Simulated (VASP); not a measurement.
# Fe2O3 (R-3c) in VASP: further runs

Fe2O3 is run at these levels: PBE+D4, RPBE+D3(BJ); tasks: relaxation of cell and atoms.

Everything below comes from runs of VASP 6.6.1. Logs are shortened: lines on timing, memory, paths and dates and some standing lists are left out, and cuts for length are marked.

## Step 1: The cell of the first run

The structure is trigonal, space group R-3c (No. 167). Conventional cell: a = 5.038 Å, b = 5.038 Å, c = 13.772 Å, α = 90.00°, β = 90.00°, γ = 120.00°. Within 2.6 Å of Fe (site symmetry 3) lie 6 O at 1.95 to 2.12 Å. O (site symmetry 2) has 4 Fe at 1.95 to 2.12 Å and 8 O at 2.67 to 2.89 Å within 2.9 Å.

## Step 2: Relaxation of cell and atoms, PBE+D4, collinear spin, ferromagnetic start

INCAR

```
PREC = Accurate ; ENCUT = 600
EDIFF = 1E-7 ; ISMEAR = -1
SIGMA = 0.05 ; LREAL = F
LASPH = T ; NELM = 200
ALGO = Normal ; ISIF = 3
LWAVE = F ; LCHARG = F
ISPIN = 2 ; MAGMOM = 3 3 3 3 0 0 0 0 0 0
LORBIT = 11 ; LMAXMIX = 4
GGA = PE ; IVDW = 13
IBRION = 2 ; NSW = 60
EDIFFG = -0.01 ; GGA_COMPAT = F
NELMIN = 4 ; KPAR = 4
```

KPOINTS

```
regular mesh
0
Gamma
  7 7 7
```

POSCAR

```
Fe2O3
1.0
    2.5190000000      1.4543453281      4.5906666667
   -2.5190000000      1.4543453281      4.5906666667
    0.0000000000     -2.9086906562      4.5906666667
Fe O
4 6
Direct
    0.3553000000      0.3553000000      0.3553000000
    0.1447000000      0.1447000000      0.1447000000
    0.6447000000      0.6447000000      0.6447000000
    0.8553000000      0.8553000000      0.8553000000
    0.5559000000      0.2500000000      0.9441000000
    0.2500000000      0.9441000000      0.5559000000
    0.9441000000      0.5559000000      0.2500000000
    0.4441000000      0.7500000000      0.0559000000
    0.7500000000      0.0559000000      0.4441000000
    0.0559000000      0.4441000000      0.7500000000
```

Potentials or basis: VASP PAW PBE potentials, release 64 (Fe, O).

Started as:

```
cat potpaw_PBE.64/Fe/POTCAR potpaw_PBE.64/O/POTCAR > POTCAR
mpirun -np 4 vasp_std > vasp.out
```

OUTCAR:

```text
PREC = Accurate
   ENCUT = 600
   EDIFF = 1E-7
   ISMEAR = -1
   LREAL = F
   LASPH = T
   NELM = 200
   ISIF = 3
   ISPIN = 2
   LORBIT = 11
   GGA = PE
   IVDW = 13
   IBRION = 2
   NSW = 60
   EDIFFG = -0.01
   NELMIN = 4

 ion  position               nearest neighbor table
   1  0.355  0.355  0.355-   9 1.95  10 1.95   8 1.95   7 2.12   5 2.12   6 2.12   2 2.90   3 2.97
                             3 2.97   3 2.97
   2  0.145  0.145  0.145-   8 1.95  10 1.95   9 1.95   7 2.12   5 2.12   6 2.12   1 2.90   4 2.97
                             4 2.97   4 2.97
   3  0.645  0.645  0.645-   6 1.95   7 1.95   5 1.95  10 2.12   9 2.12   8 2.12   4 2.90   1 2.97
                             1 2.97   1 2.97
   4  0.855  0.855  0.855-   5 1.95   7 1.95   6 1.95  10 2.12   9 2.12   8 2.12   3 2.90   2 2.97
                             2 2.97   2 2.97
   5  0.556  0.250  0.944-   4 1.95   3 1.95   1 2.12   2 2.12
   6  0.250  0.944  0.556-   3 1.95   4 1.95   1 2.12   2 2.12
   7  0.944  0.556  0.250-   3 1.95   4 1.95   1 2.12   2 2.12
   8  0.444  0.750  0.056-   2 1.95   1 1.95   3 2.12   4 2.12
   9  0.750  0.056  0.444-   1 1.95   2 1.95   3 2.12   4 2.12
  10  0.056  0.444  0.750-   1 1.95   2 1.95   3 2.12   4 2.12

  LATTYP: Found a trigonal (rhomboedric) cell.
 ALAT       =     5.4345838643
 COS(alpha) =     0.5703114900

  Lattice vectors:

 A1 = (   2.5190000000,   1.4543453281,   4.5906666667)
 A2 = (  -2.5190000000,   1.4543453281,   4.5906666667)
 A3 = (   0.0000000000,  -2.9086906562,   4.5906666667)

Analysis of symmetry for initial positions (statically):
=====================================================================
 Subroutine PRICEL returns:
 Original cell was already a primitive cell.

 Routine SETGRP: Setting up the symmetry group for a
 trigonal (rhombohedral) supercell.

 Subroutine GETGRP returns: Found 12 space group operations
 (whereof  6 operations were pure point group operations)
 out of a pool of 12 trial point group operations.

The static configuration has the point symmetry S_6 .
 The point group associated with its full space group is D_3d.

Analysis of symmetry for dynamics (positions and initial velocities):
=====================================================================
 Subroutine PRICEL returns:
 Original cell was already a primitive cell.

 Routine SETGRP: Setting up the symmetry group for a
 trigonal (rhombohedral) supercell.

 Subroutine GETGRP returns: Found 12 space group operations
 (whereof  6 operations were pure point group operations)
 out of a pool of 12 trial point group operations.

The dynamic configuration has the point symmetry S_6 .
 The point group associated with its full space group is D_3d.

Analysis of structural, dynamic, and magnetic symmetry:
=====================================================================
 Subroutine PRICEL returns:
 Original cell was already a primitive cell.

 Routine SETGRP: Setting up the symmetry group for a
 trigonal (rhombohedral) supercell.

 Subroutine GETGRP returns: Found 12 space group operations
 (whereof  6 operations were pure point group operations)
 out of a pool of 12 trial point group operations.

The overall configuration has the point symmetry S_6 .
 The point group associated with its full space group is D_3d.

 Subroutine INISYM returns: Found 12 space group operations
 (whereof  6 operations are pure point group operations),
 and found     1 'primitive' translations

----------------------------------------------------------------------------------------

                                     Primitive cell

  volume of cell :     100.9073

  direct lattice vectors                    reciprocal lattice vectors
     2.519000000  1.454345328  4.590666667     0.198491465  0.114599101  0.072611095
    -2.519000000  1.454345328  4.590666667    -0.198491465  0.114599101  0.072611095
     0.000000000 -2.908690656  4.590666667     0.000000000 -0.229198201  0.072611095

  length of vectors
     5.434583864  5.434583864  5.434583864     0.240425012  0.240425012  0.240425012

  position of ions in fractional coordinates (direct lattice)
     0.355300000  0.355300000  0.355300000
     0.144700000  0.144700000  0.144700000
     0.644700000  0.644700000  0.644700000
     0.855300000  0.855300000  0.855300000
[... 47 lines left out ...]
            Coordinates               Weight
  0.000000  0.000000  0.000000      1.000000
  0.142857  0.000000 -0.000000      6.000000
  0.285714  0.000000 -0.000000      6.000000
  0.428571  0.000000 -0.000000      6.000000
  0.142857  0.142857 -0.000000      6.000000
  0.285714  0.142857  0.000000     12.000000
[... 16 lines left out ...]
  0.285714  0.285714  0.142857      6.000000
  0.428571  0.285714  0.142857     12.000000
 [... further k-points ...]
   k-points           NKPTS =     44   k-points in BZ     NKDIM =     44   number of bands    NBANDS=     46
   number of dos      NEDOS =    301   number of ions     NIONS =     10
   total plane-waves  NPLWV = 110592
   dimension x,y,z NGX =    48 NGY =   48 NGZ =   48
   dimension x,y,z NGXF=    96 NGYF=   96 NGZF=   96
   ions per type =               4   6
   NGX,Y,Z   is equivalent  to a cutoff of  14.68, 14.68, 14.68 a.u.
   NGXF,Y,Z  is equivalent  to a cutoff of  29.37, 29.37, 29.37 a.u.
 SYSTEM =  unknown system
   PREC   = accura    normal or accurate (medium, high low for compatibility)
   ISTART =      0    job   : 0-new  1-cont  2-samecut
   ICHARG =      2    charge: 1-file 2-atom 10-const
   ISPIN  =      2    spin polarized calculation?
   LNONCOLLINEAR =      F non collinear calculations
   LSORBIT =      F    spin-orbit coupling
   LASPH  =      T    aspherical Exc in radial PAW
   ENCUT  =  600.0 eV  44.10 Ry    6.64 a.u.  10.85 10.85 10.85*2*pi/ulx,y,z
   NELM   =    200;   NELMIN=  4; NELMDL= -5     # of ELM steps
   EDIFF  = 0.1E-06   stopping-criterion for ELM
   LREAL  =      F    real-space projection
   EDIFFG = -.1E-01   stopping-criterion for IOM
   NSW    =     60    number of steps for IOM
   IBRION =      2    ionic relax: 0-MD 1-quasi-New 2-CG
   NFREE  =      1    steps in history (QN), initial steepest desc. (CG)
   ISIF   =      3    stress and relaxation
   ISYM   =      2    0-nonsym 1-usesym 2-fastsym
   POTIM  = 0.5000    time-step for ionic-motion
   TEBEG  =    0.0;   TEEND  =   0.0 temperature during run
   PSTRESS=    0.0 pullay stress
   NELECT =      68.0000    total number of electrons
   NUPDOWN=      -1.0000    fix difference up-down
   EMIN   =  10.00;   EMAX   =-10.00  energy-range for DOS
   EFERMI =   0.00;   METHOD = LEGACY
   ISMEAR =    -1;   SIGMA  =   0.05  broadening in eV -4-tet -1-fermi 0-gaus
   EFERMI_NEDOS =   21; number of points for ismear=-14 and -15
   IALGO  =     38    algorithm
   IMIX   =      4    mixing-type and parameters
     AMIX     =   0.40;   BMIX     =  1.00
     AMIX_MAG =   1.60;   BMIX_MAG =  1.00
  volume/ion in A,a.u.               =      10.09        68.10
  Fermi-wavevector in a.u.,A,eV,Ry     =   1.435281  2.712288 28.028426  2.060031
  Thomas-Fermi vector in A             =   2.554597
   LORBIT       =     11    0 simple, 1 ext, 2 COOP (PROOUT), +10 PAW based schemes
   GGA     = PE    functional components
   LHFCALC =     F    Hartree Fock is set to
   AEXX    =    0.0000 exact exchange contribution
   IVDW    =    13    specifies the selected vdW correction
   LEPSILON=     F    determine dielectric tensor
   LRPA    =     F    only Hartree local field effects (RPA)
 conjugate gradient relaxation of ions
 spin polarized calculation
  energy-cutoff  :      600.00
  volume of cell :      100.91
 maximum number of plane-waves:      3388
 NGX is ok and might be reduce to    48
   NGX = 21   NGY = 21   NGZ = 21

--------------------------------------- Ionic step        1  -------------------------------------------

 number of electron      68.0000009 magnetization      13.5512466

 Free energy of the ion-electron system (eV)
  ---------------------------------------------------
  ext. energy  EPLUGINS =         0.00000000
  ---------------------------------------------------
  free energy    TOTEN  =       -73.64094405 eV

  energy without entropy =      -73.53691269  energy(sigma->0) =      -73.58892837

------------------------ aborting loop because EDIFF is reached ----------------------------------------

  DFT-D4 for vdW energy calculation

  Edisp (eV):   -2.78847
[... 131 lines left out ...]
  FREE ENERGIE OF THE ION-ELECTRON SYSTEM (eV)
  ---------------------------------------------------
  free  energy   TOTEN  =       -73.3600546488 eV

  energy  without entropy=      -73.3038413345  energy(sigma->0) =      -73.33194799

[... ionic steps 4 to 10 ...]

--------------------------------------- Ionic step       11  -------------------------------------------

 number of electron      67.9999994 magnetization       4.0004155

------------------------ aborting loop because EDIFF is reached ----------------------------------------
[... 91 lines left out ...]
--------------------------------------- Ionic step       13  -------------------------------------------

 number of electron      67.9999992 magnetization       4.0004596

 Free energy of the ion-electron system (eV)
  ---------------------------------------------------
  ext. energy  EPLUGINS =         0.00000000
  ---------------------------------------------------
  free energy    TOTEN  =       -74.69024296 eV

  energy without entropy =      -74.61763033  energy(sigma->0) =      -74.65393664

 E-fermi :   5.7451     XC(G=0): -12.5030

 val. band max:        5.7427777241   @ k =  -0.4286   0.2857   0.2857
 cond. band min:       5.7490373639   @ k =  -0.2857   0.1429   0.0000
 fundamental gap:      0.0062596399
 Fermi energy:         5.7451382107

 spin component 1

 k-point     1 :       0.0000    0.0000    0.0000
  band No.  band energies     occupation
      1     -15.5281      1.00000
      2     -13.5979      1.00000
      3     -13.5820      1.00000
      4     -13.5820      1.00000
      5     -13.4248      1.00000
      6     -13.4248      1.00000
[... 1165 lines left out ...]
     45      13.3279      0.00000
     46      15.5010      0.00000

 [... further k-points ...]

 spin component 2

 k-point     1 :       0.0000    0.0000    0.0000
  band No.  band energies     occupation
      1     -15.4618      1.00000
      2     -13.5352      1.00000
      3     -13.5144      1.00000
      4     -13.5144      1.00000
      5     -13.3599      1.00000
      6     -13.3599      1.00000
[... 1208 lines left out ...]
  FREE ENERGIE OF THE ION-ELECTRON SYSTEM (eV)
  ---------------------------------------------------
  free  energy   TOTEN  =       -77.1059284056 eV

  energy  without entropy=      -77.0333157732  energy(sigma->0) =      -77.06962209

 reached required accuracy - stopping structural energy minimisation

 total charge

# of ion       s       p       d       tot
------------------------------------------
    1        0.416   0.669   6.321   7.406
    2        0.416   0.669   6.321   7.406
    3        0.416   0.669   6.321   7.406
    4        0.416   0.669   6.321   7.406
    5        1.558   3.462   0.000   5.020
    6        1.558   3.462   0.000   5.020
    7        1.558   3.462   0.000   5.020
    8        1.558   3.462   0.000   5.020
    9        1.558   3.462   0.000   5.020
   10        1.558   3.462   0.000   5.020
--------------------------------------------------
tot         11.009  23.448  25.286  59.743

 magnetization (x)

# of ion       s       p       d       tot
------------------------------------------
    1        0.007   0.010   0.924   0.940
    2        0.007   0.010   0.924   0.940
    3        0.007   0.010   0.924   0.940
    4        0.007   0.010   0.924   0.940
    5        0.000   0.030   0.000   0.030
    6        0.000   0.030   0.000   0.030
    7        0.000   0.030   0.000   0.030
    8        0.000   0.030   0.000   0.030
    9        0.000   0.030   0.000   0.030
   10        0.000   0.030   0.000   0.030
--------------------------------------------------
tot          0.028   0.218   3.695   3.940
```

It took 21 min on 4 MPI ranks of Intel Xeon 6975P-C (Granite Rapids), shared host; peak memory 0.66 GiB.

Results:

* Free energy: -77.1059 eV
* Relaxed volume: 8.65 Å³/atom
* Relaxed cell: a = 5.199 Å, b = 5.199 Å, c = 5.199 Å, α = 54.42°, β = 54.42°, γ = 54.42°
* Space group after relaxing (to 0.1 Å): R-3c (No. 167)
* Energy gained by relaxing: 67.7 meV/atom
* Ionic steps: 13
* Pressure after relaxing: 0.1 GPa
* Largest force after relaxing: 0.004 eV/Å
* Band gap on the k mesh: zero (filled and empty bands overlap)
* Net moment: 4.00 μB per cell
* Site moments: Fe +0.94; O +0.03 μB
* Valence electrons inside the program's atomic spheres: Fe 7.41; O 5.02
* Dispersion energy per atom: -0.242 eV

Forces on the atoms (eV/Å):
```
Fe   0.000  0.000  0.001
Fe   0.000  0.000 -0.001
Fe   0.000  0.000 -0.001
Fe   0.000  0.000  0.001
O    0.002  0.004  0.000
O    0.002 -0.004  0.000
O   -0.004  0.000  0.000
O   -0.002 -0.004  0.000
O   -0.002  0.004  0.000
O    0.004  0.000  0.000
```

The path:
```tsv
step	energy change (eV)	largest force (eV/Å)	pressure (GPa)	volume (Å³)
1	0.0000	0.8656	-9.11	100.91
2	-0.1597	0.9807	-15.48	92.75
3	3.0694	2.2811	88.97	70.95
4	-0.5195	0.8847	-3.97	88.01
5	-0.5699	0.7181	3.58	85.55
6	-0.6507	0.2211	2.76	85.78
7	-0.6522	0.2177	2.81	85.75
8	-0.6512	0.0944	-4.52	87.95
9	-0.6680	0.0580	-0.90	86.82
10	-0.6744	0.0654	-0.14	86.52
11	-0.6748	0.0889	0.15	86.42
12	-0.6765	0.0145	0.09	86.45
13	-0.6765	0.0044	0.07	86.46
```

Final structure:
```cif
data_structure
_symmetry_space_group_name_H-M 'P 1'
_symmetry_Int_Tables_number 1
_cell_length_a 5.1994
_cell_length_b 5.1994
_cell_length_c 5.1994
_cell_angle_alpha 54.419
_cell_angle_beta 54.419
_cell_angle_gamma 54.419
_cell_volume 86.46
loop_
_atom_site_label
_atom_site_type_symbol
_atom_site_fract_x
_atom_site_fract_y
_atom_site_fract_z
_atom_site_occupancy
Fe1 Fe 0.34578 0.34578 0.34578 1
Fe2 Fe 0.15422 0.15422 0.15422 1
Fe3 Fe 0.65422 0.65422 0.65422 1
Fe4 Fe 0.84578 0.84578 0.84578 1
O1 O 0.56361 0.25000 0.93639 1
O2 O 0.25000 0.93639 0.56361 1
O3 O 0.93639 0.56361 0.25000 1
O4 O 0.43639 0.75000 0.06361 1
O5 O 0.75000 0.06361 0.43639 1
O6 O 0.06361 0.43639 0.75000 1
```

Caveat: semilocal functionals often make such compounds metallic where correlation or magnetic order opens a gap, which also shifts bond lengths; the run started ferromagnetic, and an antiferromagnetic order may lie lower in energy.

## Step 3: Relaxation of cell and atoms, RPBE+D3(BJ), collinear spin, ferromagnetic start

INCAR

```
SYSTEM = Fe2O3
ALGO     = Normal         ! electronic algorithm
EDIFF    = 1E-7           ! SCF threshold, eV
EDIFFG   = -0.01          ! ionic threshold
ENCUT    = 600            ! plane-wave cutoff, eV
GGA      = RP             ! functional
GGA_COMPAT= .FALSE.      
IBRION   = 2              ! ionic algorithm
ISIF     = 3              ! what is computed and relaxed
ISMEAR   = -1             ! smearing method
ISPIN    = 2              ! spin polarisation
IVDW     = 12             ! dispersion correction
KPAR     = 4            
LASPH    = .TRUE.         ! aspherical terms in the spheres
LCHARG   = .FALSE.        ! write CHGCAR
LMAXMIX  = 4              ! l up to which the mixer works
LORBIT   = 11             ! projections on sites
LREAL    = .FALSE.        ! projectors in reciprocal space
LWAVE    = .FALSE.        ! write WAVECAR
MAGMOM   = 3 3 3 3 0 0 0 0 0 0 ! initial moments
NELM     = 200            ! most SCF steps
NELMIN   = 4            
NSW      = 60             ! ionic steps
PREC     = Accurate       ! precision mode
SIGMA    = 0.05           ! smearing width, eV
```

KPOINTS

```
k-points
0
G
  7 7 7
  0 0 0
```

POSCAR is that of step 2.

Potentials or basis: VASP PAW PBE potentials, release 64 (Fe, O).

Started as:

```
cat potpaw_PBE.64/Fe/POTCAR potpaw_PBE.64/O/POTCAR > POTCAR
mpirun -np 4 vasp_std > vasp.out
```

It took 58 min on 4 MPI ranks of Intel Xeon 6975P-C (Granite Rapids), shared host; peak memory 0.7 GiB.

The run converged. Its results:

```yaml
Free_energy: -77.5257 eV
Relaxed_volume: 8.50 Å³/atom
Relaxed_cell: a = 5.168 Å, b = 5.168 Å, c = 5.168 Å, α = 54.44°, β = 54.44°, γ = 54.44°
Space_group_after_relaxing_to_0.1_Å: R-3c (No. 167)
Energy_gained_by_relaxing: 159.4 meV/atom
Ionic_steps: 14
Pressure_after_relaxing: -0.1 GPa
Band_gap_on_the_k_mesh: zero (filled and empty bands overlap)
Net_moment: 4.00 μB per cell
Site_moments: Fe +0.94; O +0.03 μB
Valence_electrons_inside_the_program's_atomic_spheres: Fe 7.45; O 5.05
Dispersion_energy_per_atom: -0.779 eV
```

Forces on the atoms (eV/Å):
```
Fe   0.000  0.000 -0.003
Fe   0.000  0.000  0.003
Fe   0.000  0.000  0.003
Fe   0.000  0.000 -0.003
O    0.001  0.002  0.000
O    0.001 -0.002  0.000
O   -0.003  0.000  0.000
O   -0.001 -0.002  0.000
O   -0.001  0.002  0.000
O    0.003  0.000  0.000
```

Step by step:
| step | energy change (eV) | largest force (eV/Å) | pressure (GPa) | volume (Å³) |
| --- | --- | --- | --- | --- |
| 1 | 0.0000 | 0.8331 | -8.82 | 100.91 |
| 2 | -0.7946 | 0.9838 | -21.41 | 93.01 |
| 3 | 1.3513 | 2.8173 | 75.08 | 71.81 |
| 4 | -1.4414 | 0.6971 | -5.60 | 86.91 |
| 5 | -1.5021 | 0.4461 | 2.08 | 84.51 |
| 6 | -1.5737 | 0.1446 | 1.40 | 84.59 |
| 7 | -1.5756 | 0.1218 | 1.26 | 84.61 |
| 8 | -1.5830 | 0.1227 | -2.49 | 85.66 |
| 9 | -1.5862 | 0.0459 | -1.19 | 85.28 |
| 10 | -1.5928 | 0.0973 | 0.47 | 84.79 |
| 11 | -1.5928 | 0.0949 | 0.39 | 84.81 |
| 12 | -1.5941 | 0.0277 | -0.07 | 84.98 |
| 13 | -1.5941 | 0.0151 | 0.01 | 84.95 |
| 14 | -1.5942 | 0.0029 | -0.05 | 84.96 |

Final structure:
```
Fe O
1.0
     2.36401    1.36486    4.38845
    -2.36401    1.36486    4.38845
     0.00000   -2.72972    4.38845
Fe O
4 6
Cartesian
  0.0000 0.0000 4.5548
  0.0000 0.0000 2.0279
  0.0000 0.0000 8.6106
  0.0000 0.0000 11.1374
  0.7434 -1.4422 7.6798
  -1.6206 0.0773 7.6798
  0.8773 1.3649 7.6798
  -0.7434 1.4422 5.4856
  1.6206 -0.0773 5.4856
  -0.8773 -1.3649 5.4856
```

Levels at points of the mesh, in eV from the Fermi level:
Spin up:
```tsv
k point	band 34	band 35	band 36	band 37	band 38	band 39
(0.00, 0.00, 0.00)	-0.62	-0.51	-0.51	0.51	0.51	0.67
```
Spin down:
| k point | band 29 | band 30 | band 31 | band 32 | band 33 | band 34 | band 35 | band 36 |
| --- | --- | --- | --- | --- | --- | --- | --- | --- |
| (0.00, 0.00, 0.00) | -0.81 | -0.71 | -0.71 | -0.32 | 0.34 | 0.34 | 0.50 | 0.94 |

Caveat: the volume moved by over 15 % at a fixed basis, so the end points are rough; the PAW data sets were made with another functional, which shifts forces and pressure a little; semilocal functionals often make such compounds metallic where correlation or magnetic order opens a gap, which also shifts bond lengths; the run started ferromagnetic, and an antiferromagnetic order may lie lower in energy. With open d or f shells a metallic result of RPBE can be an artefact of self-interaction; +U or a hybrid may open a gap.
